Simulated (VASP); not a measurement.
# Y (P6_3/mmc) in VASP: relaxation of cell and atoms with PBE

Aim: the relaxation of cell and atoms of Y with PBE.

Everything below comes from runs of VASP 6.6.1. Logs are shortened: lines on timing, memory, paths and dates and some standing lists are left out, and cuts for length are marked.

## 1. The cell of the first run

Symmetry: P6_3/mmc, No. 194, hexagonal system. Conventional cell: a = 3.651 Å, b = 3.651 Å, c = 5.747 Å, α = 90.00°, β = 90.00°, γ = 120.00°. Y (site symmetry -6m2) has 12 Y at 3.56 to 3.65 Å within 4.7 Å.

## 2. Relaxation of cell and atoms, PBE

INCAR

```
SYSTEM = Y
PREC = Accurate ; ENCUT = 600
EDIFF = 1E-6 ; ISMEAR = 0
SIGMA = 0.1 ; LREAL = .False.
LASPH = .True. ; NELM = 80
ALGO = Fast ; ISIF = 3
LWAVE = .False. ; LCHARG = .False.
GGA = PE ; IBRION = 2
NSW = 100 ; EDIFFG = -0.005
```

KPOINTS

```
Automatic mesh
0
Gamma
  12 12 8
  0 0 0
```

POSCAR

```
Y
1.0
    3.6514992371      0.0000000000      0.0000000000
   -1.8257496185      3.1622911012      0.0000000000
    0.0000000000      0.0000000000      5.7474000000
Y
2
Direct
    0.3333333333      0.6666666667      0.2500000000
    0.6666666667      0.3333333333      0.7500000000
```

Potentials or basis: VASP PAW PBE potentials, release 64 (Y_sv).

The run is started by

```sh
> cat potpaw_PBE.64/Y_sv/POTCAR > POTCAR
> mpirun -np 1 vasp_std > vasp.out
```

OUTCAR:

```text
SYSTEM = Y
   PREC = Accurate
   ENCUT = 600
   EDIFF = 1E-6
   ISMEAR = 0
   LREAL = .False.
   LASPH = .True.
   NELM = 80
   ISIF = 3
   GGA = PE
   IBRION = 2
   NSW = 100
   EDIFFG = -0.005

 ion  position               nearest neighbor table
   1  0.333  0.667  0.250-   2 3.56   2 3.56   2 3.56   2 3.56   2 3.56   2 3.56
   2  0.667  0.333  0.750-   1 3.56   1 3.56   1 3.56   1 3.56   1 3.56   1 3.56

  LATTYP: Found a hexagonal cell.
 ALAT       =     3.6514992371
 C/A-ratio  =     1.5739836234

  Lattice vectors:

 A1 = (   3.6514992371,   0.0000000000,   0.0000000000)
 A2 = (  -1.8257496185,   3.1622911012,   0.0000000000)
 A3 = (   0.0000000000,   0.0000000000,   5.7474000000)

Analysis of symmetry for initial positions (statically):
=====================================================================
 Subroutine PRICEL returns:
 Original cell was already a primitive cell.

 Routine SETGRP: Setting up the symmetry group for a
 hexagonal supercell.

 Subroutine GETGRP returns: Found 24 space group operations
 (whereof 12 operations were pure point group operations)
 out of a pool of 24 trial point group operations.

The static configuration has the point symmetry D_3d.
 The point group associated with its full space group is D_6h.

Analysis of symmetry for dynamics (positions and initial velocities):
=====================================================================
 Subroutine PRICEL returns:
 Original cell was already a primitive cell.

 Routine SETGRP: Setting up the symmetry group for a
 hexagonal supercell.

 Subroutine GETGRP returns: Found 24 space group operations
 (whereof 12 operations were pure point group operations)
 out of a pool of 24 trial point group operations.

The dynamic configuration has the point symmetry D_3d.
 The point group associated with its full space group is D_6h.

 Subroutine INISYM returns: Found 24 space group operations
 (whereof 12 operations are pure point group operations),
 and found     1 'primitive' translations

----------------------------------------------------------------------------------------

                                     Primitive cell

  volume of cell :      66.3658

  direct lattice vectors                    reciprocal lattice vectors
     3.651499237  0.000000000  0.000000000     0.273860115  0.158113211  0.000000000
    -1.825749618  3.162291101  0.000000000     0.000000000  0.316226422  0.000000000
     0.000000000  0.000000000  5.747400000     0.000000000  0.000000000  0.173991718

  length of vectors
     3.651499237  3.651499237  5.747400000     0.316226422  0.316226422  0.173991718

  position of ions in fractional coordinates (direct lattice)
     0.333333333  0.666666667  0.250000000
     0.666666667  0.333333333  0.750000000

  ion indices of the primitive-cell ions
   primitive index   ion index
                 1           1
                 2           2

----------------------------------------------------------------------------------------

 KPOINTS: Automatic mesh

Automatic generation of k-mesh.
 Grid dimensions read from file:
 generate k-points for:   12   12    8

 Generating k-lattice:

  Cartesian coordinates                     Fractional coordinates (reciprocal lattice)
     0.022821676  0.013176101  0.000000000     0.083333333  0.000000000  0.000000000
     0.000000000  0.026352202  0.000000000     0.000000000  0.083333333  0.000000000
     0.000000000  0.000000000  0.021748965     0.000000000  0.000000000  0.125000000

  Length of vectors
     0.026352202  0.026352202  0.021748965

  Shift w.r.t. Gamma in fractional coordinates (k-lattice)
     0.000000000  0.000000000  0.000000000

 Subroutine IBZKPT returns following result:
 ===========================================

 Found     95 irreducible k-points:

 Following reciprocal coordinates:
            Coordinates               Weight
  0.000000  0.000000  0.000000      1.000000
  0.083333 -0.000000  0.000000      6.000000
  0.166667 -0.000000  0.000000      6.000000
  0.250000 -0.000000  0.000000      6.000000
  0.333333 -0.000000  0.000000      6.000000
  0.416667 -0.000000  0.000000      6.000000
[... 16 lines left out ...]
  0.250000 -0.000000  0.125000     12.000000
  0.333333 -0.000000  0.125000     12.000000
 [... further k-points ...]
   k-points           NKPTS =     95   k-points in BZ     NKDIM =     95   number of bands    NBANDS=     15
   number of dos      NEDOS =    301   number of ions     NIONS =      2
   total plane-waves  NPLWV =  43200
   dimension x,y,z NGX =    30 NGY =   30 NGZ =   48
   dimension x,y,z NGXF=    60 NGYF=   60 NGZF=   96
   ions per type =               2
   NGX,Y,Z   is equivalent  to a cutoff of  13.66, 13.66, 13.88 a.u.
   NGXF,Y,Z  is equivalent  to a cutoff of  27.32, 27.32, 27.77 a.u.
 SYSTEM =  Y
   PREC   = accura    normal or accurate (medium, high low for compatibility)
   ISTART =      0    job   : 0-new  1-cont  2-samecut
   ICHARG =      2    charge: 1-file 2-atom 10-const
   ISPIN  =      1    spin polarized calculation?
   LNONCOLLINEAR =      F non collinear calculations
   LSORBIT =      F    spin-orbit coupling
   LASPH  =      T    aspherical Exc in radial PAW
   ENCUT  =  600.0 eV  44.10 Ry    6.64 a.u.   7.29  7.29 11.48*2*pi/ulx,y,z
   NELM   =     80;   NELMIN=  2; NELMDL= -5     # of ELM steps
   EDIFF  = 0.1E-05   stopping-criterion for ELM
   LREAL  =      F    real-space projection
   EDIFFG = -.5E-02   stopping-criterion for IOM
   NSW    =    100    number of steps for IOM
   IBRION =      2    ionic relax: 0-MD 1-quasi-New 2-CG
   NFREE  =      1    steps in history (QN), initial steepest desc. (CG)
   ISIF   =      3    stress and relaxation
   ISYM   =      2    0-nonsym 1-usesym 2-fastsym
   POTIM  = 0.5000    time-step for ionic-motion
   TEBEG  =    0.0;   TEEND  =   0.0 temperature during run
   PSTRESS=    0.0 pullay stress
   NELECT =      22.0000    total number of electrons
   NUPDOWN=      -1.0000    fix difference up-down
   EMIN   =  10.00;   EMAX   =-10.00  energy-range for DOS
   EFERMI =   0.00;   METHOD = LEGACY
   ISMEAR =     0;   SIGMA  =   0.10  broadening in eV -4-tet -1-fermi 0-gaus
   EFERMI_NEDOS =   21; number of points for ismear=-14 and -15
   IALGO  =     68    algorithm
   IMIX   =      4    mixing-type and parameters
     AMIX     =   0.40;   BMIX     =  1.00
     AMIX_MAG =   1.60;   BMIX_MAG =  1.00
  volume/ion in A,a.u.               =      33.18       223.93
  Fermi-wavevector in a.u.,A,eV,Ry     =   1.133011  2.141081 17.465997  1.283715
  Thomas-Fermi vector in A             =   2.269713
   LORBIT       =      0    0 simple, 1 ext, 2 COOP (PROOUT), +10 PAW based schemes
   GGA     = PE    functional components
   LHFCALC =     F    Hartree Fock is set to
   AEXX    =    0.0000 exact exchange contribution
   IVDW    =     0    specifies the selected vdW correction
   LEPSILON=     F    determine dielectric tensor
   LRPA    =     F    only Hartree local field effects (RPA)
 conjugate gradient relaxation of ions
 non-spin polarized calculation
 RMM-DIIS sequential band-by-band and
 Gauss-broadening in eV      SIGMA  =   0.10
  energy-cutoff  :      600.00
  volume of cell :       66.37
 maximum number of plane-waves:      2249
 NGX is ok and might be reduce to    30
   NGX = 15   NGY = 15   NGZ = 23

--------------------------------------- Ionic step        1  -------------------------------------------

 number of electron      22.0000002 magnetization

 Free energy of the ion-electron system (eV)
  ---------------------------------------------------
  ext. energy  EPLUGINS =         0.00000000
  ---------------------------------------------------
  free energy    TOTEN  =       -12.87384494 eV

  energy without entropy =      -12.85514684  energy(sigma->0) =      -12.86449589

------------------------ aborting loop because EDIFF is reached ----------------------------------------

  FORCE on cell =-STRESS in cart. coord.  units (eV):
  Direction    XX          YY          ZZ          XY          YZ          ZX
  --------------------------------------------------------------------------------------
  -------------------------------------------------------------------------------------
  Total       -0.1013396     -0.1013396     -0.4199221     -0.0000000      0.0000000     -0.0000000
  in kB       -2.4465012     -2.4465012    -10.1375924     -0.0000000      0.0000000     -0.0000000
  external PRESSURE =      -5.0101982 kB  Pullay stress =       0.0000000 kB
[... 89 lines left out ...]
  FREE ENERGIE OF THE ION-ELECTRON SYSTEM (eV)
  ---------------------------------------------------
  free  energy   TOTEN  =       -12.8736747091 eV

  energy  without entropy=      -12.8566088675  energy(sigma->0) =      -12.86514179

[... ionic steps 4 to 7 ...]

--------------------------------------- Ionic step        8  -------------------------------------------

 number of electron      22.0000001 magnetization

------------------------ aborting loop because EDIFF is reached ----------------------------------------
[... 67 lines left out ...]
--------------------------------------- Ionic step       10  -------------------------------------------

 number of electron      22.0000001 magnetization

 Free energy of the ion-electron system (eV)
  ---------------------------------------------------
  ext. energy  EPLUGINS =         0.00000000
  ---------------------------------------------------
  free energy    TOTEN  =       -12.87665476 eV

  energy without entropy =      -12.85901382  energy(sigma->0) =      -12.86783429

 E-fermi :   3.0107     XC(G=0):  -9.4371

 val. band max:        3.0100778099   @ k =   0.3333   0.1667   0.2500
 cond. band min:       3.0206825723   @ k =   0.2500   0.1667   0.2500
 fundamental gap:      0.0106047625
 Fermi energy:         3.0106582123

 k-point     1 :       0.0000    0.0000    0.0000
  band No.  band energies     occupation
      1     -39.6708      2.00000
      2     -39.5937      2.00000
      3     -19.9547      2.00000
      4     -19.4766      2.00000
      5     -19.4766      2.00000
      6     -19.3818      2.00000
      7     -19.3818      2.00000
      8     -19.3411      2.00000
      9      -1.6785      2.00000
     10       1.1668      2.00000
     11       3.9741      0.00000
     12       4.7481      0.00000
     13       4.7481      0.00000
     14       5.1379      0.00000
[... 401 lines left out ...]
      2     -39.5865      2.00000
      3     -19.8198      2.00000
      4     -19.7104      2.00000
      5     -19.6634      2.00000
      6     -19.5596      2.00000
      7     -19.4338      2.00000
      8     -19.4261      2.00000
      9       0.3308      2.00000
     10       2.1382      2.00000
     11       2.5375      2.00000
     12       3.1493      0.04998
     13       4.4288      0.00000
     14       4.7459      0.00000
     15       4.7795      0.00000

 [... further k-points ...]

------------------------ aborting loop because EDIFF is reached ----------------------------------------

  FORCE on cell =-STRESS in cart. coord.  units (eV):
  Direction    XX          YY          ZZ          XY          YZ          ZX
  --------------------------------------------------------------------------------------
  -------------------------------------------------------------------------------------
  Total       -0.0042374     -0.0042374     -0.0071976     -0.0000000      0.0000000     -0.0000000
  in kB       -0.1036298     -0.1036298     -0.1760245     -0.0000000      0.0000000     -0.0000000
  external PRESSURE =      -0.1277614 kB  Pullay stress =       0.0000000 kB
[... 17 lines left out ...]
  FREE ENERGIE OF THE ION-ELECTRON SYSTEM (eV)
  ---------------------------------------------------
  free  energy   TOTEN  =       -12.8766547642 eV

  energy  without entropy=      -12.8590138217  energy(sigma->0) =      -12.86783429

 reached required accuracy - stopping structural energy minimisation
```

Wall time 8.2 min (1 thread of Intel Xeon Platinum 8559C (Emerald Rapids), shared host); peak memory 0.3 GiB.

What came out:

```
Free energy                           : -12.8767 eV
Relaxed volume                        : 32.76 Å³/atom
Relaxed cell                          : a = 3.652 Å, b = 3.652 Å, c = 5.671 Å, α = 90.00°, β = 90.00°, γ = 120.00°
Space group after relaxing (to 0.1 Å) : P6_3/mmc (No. 194)
Energy gained by relaxing             : 1.4 meV/atom
Ionic steps                           : 10
Pressure after relaxing               : 0.0 GPa
Band gap on the k mesh                : zero (bands 11 and 12 overlap by 1.45 eV)
```

The path:
```
step  energy change (eV)  largest force (eV/Å)  pressure (GPa)  volume (Å³)
   1              0.0000                0.0000           -0.50        66.37
   2             -0.0025                0.0000           -0.26        65.37
   3              0.0002                0.0000            0.76        64.31
   4             -0.0022                0.0000            0.37        65.02
   5             -0.0024                0.0000            0.20        65.17
   6             -0.0024                0.0000            0.18        65.24
   7             -0.0025                0.0000            0.14        65.31
   8             -0.0025                0.0000            0.12        65.34
   9             -0.0028                0.0000            0.03        65.47
  10             -0.0028                0.0000           -0.01        65.51
```

Final structure:
```cif
data_structure
_symmetry_space_group_name_H-M 'P 1'
_symmetry_Int_Tables_number 1
_cell_length_a 3.6523
_cell_length_b 3.6523
_cell_length_c 5.6709
_cell_angle_alpha 90.000
_cell_angle_beta 90.000
_cell_angle_gamma 120.000
_cell_volume 65.51
loop_
_atom_site_label
_atom_site_type_symbol
_atom_site_fract_x
_atom_site_fract_y
_atom_site_fract_z
_atom_site_occupancy
Y1 Y 0.33333 0.66667 0.25000 1
Y2 Y 0.66667 0.33333 0.75000 1
```
